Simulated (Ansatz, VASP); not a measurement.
**GaN in VASP and in Ansatz**

```
Ga N
1.0
     0.00000    2.06634    2.15251
     2.06634    0.00000    2.15251
     2.06634    2.06634    0.00000
Ga N
1 1
Direct
  0.00000 0.00000 0.00000
  0.50000 0.50000 0.50000
```

Change from the starting cell: epitaxial_xy strain -2.0%.

Alike in both runs: task single point; functional r2SCAN; k mesh 10 × 10 × 10; occupations fermi-dirac, width 0.02 eV; non-collinear spin, spin-orbit coupling.

|  | VASP | Ansatz |
| --- | --- | --- |
| version | VASP 6.6.1 | Ansatz 0.2.0 |
| potentials or method | VASP PAW PBE potentials, release 64 (Ga_d, N) | plane waves, PAW |
| plane-wave cutoff (eV) | 520 | 500 |
| valence electrons in the cell | 18 | 18 |

```csv
,VASP,Ansatz,Ansatz less VASP
pressure (GPa),7.2,5.7,-1.50
"traceless stress, the component that is largest in VASP (GPa)",-6.09,-5.70,+0.394
```

VASP's potentials were made for PBE, not for r2SCAN.
